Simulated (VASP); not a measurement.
# ZnO (P6_3mc) in VASP: a series of runs

Runs on ZnO. Level: LDA. Tasks: single point.

Program: VASP 6.6.1. These are calculated values, not measurements. Logs are shortened: lines on timing, memory, paths and dates and some standing lists are left out, and cuts for length are marked.

## (1) The cell of the first run

It takes space group P6_3mc (No. 186, hexagonal). Conventional cell: a = 3.155 Å, b = 3.155 Å, c = 5.183 Å, α = 90.00°, β = 90.00°, γ = 120.00°. Within 2.6 Å of Zn (site symmetry 3m) lie 4 O at 1.93 to 1.96 Å. Within 2.6 Å of O (site symmetry 3m) lie 4 Zn at 1.93 to 1.96 Å.

## (2) Single point, LDA (in-plane strain -0.01)

File INCAR:

```
  PREC = Accurate
  ENCUT = 520
  EDIFF = 1E-6
  ISMEAR = 0
  SIGMA = 0.01
  LREAL = False
  LASPH = True
  NELM = 60
  ALGO = Normal
  ISIF = 2
  LWAVE = False
  LCHARG = False
  GGA = CA
  NBANDS = 26
```

File KPOINTS:

```
Automatic mesh
0
Gamma
  8 8 4
```

File POSCAR:

```
ZnO
1.0
    3.1552743932      0.0000000000      0.0000000000
   -1.5776371966      2.7325477804      0.0000000000
    0.0000000000      0.0000000000      5.1833196002
Zn O
2 2
Direct
    0.3333333333      0.6666666667      0.5002826654
    0.6666666667      0.3333333333      0.0002826654
    0.6666666667      0.3333333333      0.3787273346
    0.3333333333      0.6666666667      0.8787273346
```

Potentials or basis: VASP PAW LDA potentials, release 64 (Zn, O).

Launch:

```bash
$ cat potpaw_LDA.64/Zn/POTCAR potpaw_LDA.64/O/POTCAR > POTCAR
$ mpirun -np 1 vasp_std > vasp.out
```

OUTCAR:

```text
PREC = Accurate
   ENCUT = 520
   EDIFF = 1E-6
   ISMEAR = 0
   LREAL = False
   LASPH = True
   NELM = 60
   ISIF = 2
   GGA = CA

 ion  position               nearest neighbor table
   1  0.333  0.667  0.500-   3 1.93   3 1.93   3 1.93   4 1.96
   2  0.667  0.333  0.000-   4 1.93   4 1.93   4 1.93   3 1.96
   3  0.667  0.333  0.379-   1 1.93   1 1.93   1 1.93   2 1.96
   4  0.333  0.667  0.879-   2 1.93   2 1.93   2 1.93   1 1.96

  LATTYP: Found a hexagonal cell.
 ALAT       =     3.1552743932
 C/A-ratio  =     1.6427476518

  Lattice vectors:

 A1 = (   3.1552743932,   0.0000000000,   0.0000000000)
 A2 = (  -1.5776371966,   2.7325477804,   0.0000000000)
 A3 = (   0.0000000000,   0.0000000000,   5.1833196002)

Analysis of symmetry for initial positions (statically):
=====================================================================
 Subroutine PRICEL returns:
 Original cell was already a primitive cell.

 Routine SETGRP: Setting up the symmetry group for a
 hexagonal supercell.

 Subroutine GETGRP returns: Found 12 space group operations
 (whereof  6 operations were pure point group operations)
 out of a pool of 24 trial point group operations.

The static configuration has the point symmetry C_3v.
 The point group associated with its full space group is C_6v.

Analysis of symmetry for dynamics (positions and initial velocities):
=====================================================================
 Subroutine PRICEL returns:
 Original cell was already a primitive cell.

 Routine SETGRP: Setting up the symmetry group for a
 hexagonal supercell.

 Subroutine GETGRP returns: Found 12 space group operations
 (whereof  6 operations were pure point group operations)
 out of a pool of 24 trial point group operations.

The dynamic configuration has the point symmetry C_3v.
 The point group associated with its full space group is C_6v.

 Subroutine INISYM returns: Found 12 space group operations
 (whereof  6 operations are pure point group operations),
 and found     1 'primitive' translations

----------------------------------------------------------------------------------------

                                     Primitive cell

  volume of cell :      44.6903

  direct lattice vectors                    reciprocal lattice vectors
     3.155274393  0.000000000  0.000000000     0.316929647  0.182979417  0.000000000
    -1.577637197  2.732547780  0.000000000     0.000000000  0.365958834  0.000000000
     0.000000000  0.000000000  5.183319600     0.000000000  0.000000000  0.192926556

  length of vectors
     3.155274393  3.155274393  5.183319600     0.365958834  0.365958834  0.192926556

  position of ions in fractional coordinates (direct lattice)
     0.333333333  0.666666667  0.500282665
     0.666666667  0.333333333  0.000282665
     0.666666667  0.333333333  0.378727335
     0.333333333  0.666666667  0.878727335

  ion indices of the primitive-cell ions
   primitive index   ion index
                 1           1
                 2           2
                 3           3
                 4           4

----------------------------------------------------------------------------------------

 KPOINTS: Automatic mesh

Automatic generation of k-mesh.
 Grid dimensions read from file:
 generate k-points for:    8    8    4

 Generating k-lattice:

  Cartesian coordinates                     Fractional coordinates (reciprocal lattice)
     0.039616206  0.022872427  0.000000000     0.125000000  0.000000000  0.000000000
     0.000000000  0.045744854  0.000000000     0.000000000  0.125000000  0.000000000
     0.000000000  0.000000000  0.048231639     0.000000000  0.000000000  0.250000000

  Length of vectors
     0.045744854  0.045744854  0.048231639

  Shift w.r.t. Gamma in fractional coordinates (k-lattice)
     0.000000000  0.000000000  0.000000000

 Subroutine IBZKPT returns following result:
 ===========================================

 Found     30 irreducible k-points:

 Following reciprocal coordinates:
            Coordinates               Weight
  0.000000  0.000000  0.000000      1.000000
  0.125000  0.000000  0.000000      6.000000
  0.250000  0.000000  0.000000      6.000000
  0.375000  0.000000  0.000000      6.000000
  0.500000  0.000000  0.000000      3.000000
  0.125000  0.125000  0.000000      6.000000
[... 16 lines left out ...]
  0.250000  0.000000  0.500000      6.000000
  0.375000  0.000000  0.500000      6.000000
 [... further k-points ...]
   k-points           NKPTS =     30   k-points in BZ     NKDIM =     30   number of bands    NBANDS=     26
   number of dos      NEDOS =    301   number of ions     NIONS =      4
   total plane-waves  NPLWV =  23040
   dimension x,y,z NGX =    24 NGY =   24 NGZ =   40
   dimension x,y,z NGXF=    48 NGYF=   48 NGZF=   80
   ions per type =               2   2
   NGX,Y,Z   is equivalent  to a cutoff of  12.65, 12.65, 12.83 a.u.
   NGXF,Y,Z  is equivalent  to a cutoff of  25.29, 25.29, 25.66 a.u.
 SYSTEM =  unknown system
   PREC   = accura    normal or accurate (medium, high low for compatibility)
   ISTART =      0    job   : 0-new  1-cont  2-samecut
   ICHARG =      2    charge: 1-file 2-atom 10-const
   ISPIN  =      1    spin polarized calculation?
   LNONCOLLINEAR =      F non collinear calculations
   LSORBIT =      F    spin-orbit coupling
   LASPH  =      T    aspherical Exc in radial PAW
   ENCUT  =  520.0 eV  38.22 Ry    6.18 a.u.   5.87  5.87  9.64*2*pi/ulx,y,z
   NELM   =     60;   NELMIN=  2; NELMDL= -5     # of ELM steps
   EDIFF  = 0.1E-05   stopping-criterion for ELM
   LREAL  =      F    real-space projection
   EDIFFG = 0.1E-04   stopping-criterion for IOM
   NSW    =      0    number of steps for IOM
   IBRION =     -1    ionic relax: 0-MD 1-quasi-New 2-CG
   NFREE  =      0    steps in history (QN), initial steepest desc. (CG)
   ISIF   =      2    stress and relaxation
   ISYM   =      2    0-nonsym 1-usesym 2-fastsym
   POTIM  = 0.5000    time-step for ionic-motion
   TEBEG  =    0.0;   TEEND  =   0.0 temperature during run
   PSTRESS=    0.0 pullay stress
   NELECT =      36.0000    total number of electrons
   NUPDOWN=      -1.0000    fix difference up-down
   EMIN   =  10.00;   EMAX   =-10.00  energy-range for DOS
   EFERMI =   0.00;   METHOD = LEGACY
   ISMEAR =     0;   SIGMA  =   0.01  broadening in eV -4-tet -1-fermi 0-gaus
   EFERMI_NEDOS =   21; number of points for ismear=-14 and -15
   IALGO  =     38    algorithm
   IMIX   =      4    mixing-type and parameters
     AMIX     =   0.40;   BMIX     =  1.00
     AMIX_MAG =   1.60;   BMIX_MAG =  1.00
  volume/ion in A,a.u.               =      11.17        75.40
  Fermi-wavevector in a.u.,A,eV,Ry     =   1.523251  2.878526 31.569496  2.320293
  Thomas-Fermi vector in A             =   2.631719
   LORBIT       =      0    0 simple, 1 ext, 2 COOP (PROOUT), +10 PAW based schemes
   GGA     = CA    functional components
   LHFCALC =     F    Hartree Fock is set to
   AEXX    =    0.0000 exact exchange contribution
   IVDW    =     0    specifies the selected vdW correction
   LEPSILON=     F    determine dielectric tensor
   LRPA    =     F    only Hartree local field effects (RPA)
 non-spin polarized calculation
 Gauss-broadening in eV      SIGMA  =   0.01
  energy-cutoff  :      520.00
  volume of cell :       44.69
 maximum number of plane-waves:      1224
 NGX is ok and might be reduce to    24
   NGX = 11   NGY = 11   NGZ = 19

 number of electron      35.9999959 magnetization

 Free energy of the ion-electron system (eV)
  ---------------------------------------------------
  ext. energy  EPLUGINS =         0.00000000
  ---------------------------------------------------
  free energy    TOTEN  =       -21.13881124 eV

  energy without entropy =      -21.13881124  energy(sigma->0) =      -21.13881124

 E-fermi :   1.6006     XC(G=0): -11.8023

 val. band max:        1.5115799506   @ k =   0.0000   0.0000   0.0000
 cond. band min:       2.3146462832   @ k =   0.0000   0.0000   0.0000
 fundamental gap:      0.8030663326
 Fermi energy:         1.6005913105

 k-point     1 :       0.0000    0.0000    0.0000
  band No.  band energies     occupation
      1     -16.8582      2.00000
      2     -16.0204      2.00000
      3      -4.7875      2.00000
      4      -4.6308      2.00000
      5      -4.6308      2.00000
      6      -4.5841      2.00000
[... 18 lines left out ...]
     25      16.0174      0.00000
     26      16.0174      0.00000

 k-point     2 :       0.1250    0.0000    0.0000
  band No.  band energies     occupation
      1     -16.7547      2.00000
      2     -15.9714      2.00000
      3      -4.7641      2.00000
      4      -4.6217      2.00000
      5      -4.5759      2.00000
      6      -4.5335      2.00000
[... 18 lines left out ...]
     25      15.5909      0.00000
     26      16.1919      0.00000

 k-point     3 :       0.2500    0.0000    0.0000
  band No.  band energies     occupation
      1     -16.4873      2.00000
      2     -15.8599      2.00000
      3      -4.9691      2.00000
      4      -4.5764      2.00000
      5      -4.4565      2.00000
      6      -4.3499      2.00000
[... 18 lines left out ...]
     25      15.1595      0.00000
     26      16.0205      0.00000

 k-point     4 :       0.3750    0.0000    0.0000
  band No.  band energies     occupation
      1     -16.1776      2.00000
      2     -15.7732      2.00000
      3      -5.0425      2.00000
      4      -4.6839      2.00000
      5      -4.3675      2.00000
      6      -4.1098      2.00000
[... 18 lines left out ...]
     25      15.0247      0.00000
     26      16.0282      0.00000

 k-point     5 :       0.5000    0.0000    0.0000
  band No.  band energies     occupation
      1     -16.0183      2.00000
      2     -15.7631      2.00000
      3      -4.9469      2.00000
      4      -4.8166      2.00000
      5      -4.3418      2.00000
      6      -3.9536      2.00000
[... 18 lines left out ...]
     25      14.8426      0.00000
     26      16.1650      0.00000

 k-point     6 :       0.1250    0.1250    0.0000
  band No.  band energies     occupation
      1     -16.5691      2.00000
      2     -15.8910      2.00000
      3      -4.8592      2.00000
      4      -4.6422      2.00000
      5      -4.4520      2.00000
      6      -4.4336      2.00000
[... 427 lines left out ...]
 k-point    21 :       0.0000    0.0000    0.5000
  band No.  band energies     occupation
      1     -16.4545      2.00000
      2     -16.4545      2.00000
      3      -4.9087      2.00000
      4      -4.9087      2.00000
      5      -4.5529      2.00000
      6      -4.5529      2.00000
[... 18 lines left out ...]
     25      14.9915      0.00000
     26      14.9915      0.00000

 k-point    22 :       0.1250    0.0000    0.5000
  band No.  band energies     occupation
      1     -16.3746      2.00000
      2     -16.3746      2.00000
      3      -4.9602      2.00000
      4      -4.9602      2.00000
      5      -4.5042      2.00000
      6      -4.5042      2.00000
[... 18 lines left out ...]
     25      15.1310      0.00000
     26      15.1310      0.00000

 k-point    23 :       0.2500    0.0000    0.5000
  band No.  band energies     occupation
      1     -16.1761      2.00000
      2     -16.1761      2.00000
      3      -5.0763      2.00000
      4      -5.0763      2.00000
      5      -4.3488      2.00000
      6      -4.3488      2.00000
[... 18 lines left out ...]
     25      15.3674      0.00000
     26      15.3674      0.00000

 k-point    24 :       0.3750    0.0000    0.5000
  band No.  band energies     occupation
      1     -15.9688      2.00000
      2     -15.9688      2.00000
      3      -5.1513      2.00000
      4      -5.1513      2.00000
      5      -4.1569      2.00000
      6      -4.1569      2.00000
[... 18 lines left out ...]
     25      15.4737      0.00000
     26      15.4737      0.00000

 [... further k-points ...]
[... 5 lines left out ...]
  --------------------------------------------------------------------------------------
  -------------------------------------------------------------------------------------
  Total        1.4262156      1.4262156      0.1850987      0.0000000      0.0000000      0.0000000
  in kB       51.1308326     51.1308326      6.6359187      0.0000000      0.0000000      0.0000000
  external PRESSURE =      36.2991947 kB  Pullay stress =       0.0000000 kB

 VOLUME and BASIS-vectors are now :
 -----------------------------------------------------------------------------
  energy-cutoff  :      520.00
  volume of cell :       44.69
      direct lattice vectors                 reciprocal lattice vectors
     3.155274393  0.000000000  0.000000000     0.316929647  0.182979417  0.000000000
    -1.577637197  2.732547780  0.000000000     0.000000000  0.365958834  0.000000000
     0.000000000  0.000000000  5.183319600     0.000000000  0.000000000  0.192926556

 POSITION                                       TOTAL-FORCE (eV/Angst)
 -----------------------------------------------------------------------------------
     -0.00000      1.82170      2.59312        -0.000000      0.000000      0.177284
      1.57764      0.91085      0.00147        -0.000000     -0.000000      0.177284
      1.57764      0.91085      1.96306         0.000000     -0.000000     -0.177284
     -0.00000      1.82170      4.55472        -0.000000      0.000000     -0.177284
 -----------------------------------------------------------------------------------
    total drift:                                0.000001      0.000001      0.000764

  FREE ENERGIE OF THE ION-ELECTRON SYSTEM (eV)
  ---------------------------------------------------
  free  energy   TOTEN  =       -21.1388112431 eV

  energy  without entropy=      -21.1388112431  energy(sigma->0) =      -21.13881124
```

It took 30 s on 1 thread of AMD EPYC 7R13 (Zen 3), shared host; peak memory 0.12 GiB.

Results:

| Property | Result |
| --- | --- |
| Free energy | -21.1388 eV |
| Pressure | 3.6 GPa |
| Largest force | 0.177 eV/Å |
| Band gap on the k mesh | 0.80 eV, direct |

Forces on the atoms (eV/Å):
```
Zn   0.000  0.000  0.177
Zn   0.000  0.000  0.177
O    0.000  0.000 -0.177
O    0.000  0.000 -0.177
```

Caveat: the cell differs from its parent crystal (in-plane strain -0.01).

[end of part 1 of 2]
